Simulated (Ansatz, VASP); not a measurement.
## Rb in VASP and in Ansatz

```
CELL_PARAMETERS angstrom
-2.92087 2.82641 2.71242
2.91628 -2.85910 2.74053
2.84329 2.78152 -2.74511
ATOMIC_POSITIONS crystal
Rb 0.00230 0.99471 0.99463
```

Change from the starting cell: cell strained at random at fixed volume.

Alike in both runs: task single point; functional PBE; k mesh 7 × 7 × 7; occupations fermi-dirac, width 0.05 eV; no spin polarisation.

```csv
,VASP,Ansatz
version,VASP 6.6.1,Ansatz 0.2.0
potentials or method,"VASP PAW PBE potentials, release 64 (Rb_sv), cutoff 500 eV","all-electron LAPW, scalar-relativistic"
```

|  | VASP | Ansatz | Ansatz less VASP |
| --- | --- | --- | --- |
| gap on the k mesh at the Fermi level (eV) | none | none | - |
| pressure (GPa) | 0.1 | 0.1 | 0.00 |
| traceless stress, the component that is largest in VASP (GPa) | 0.07 | 0.07 | 0.000 |

A gap of «none» marks a metal or a gap that the smearing closes. Ansatz ran all-electron here, and VASP with PAW potentials.
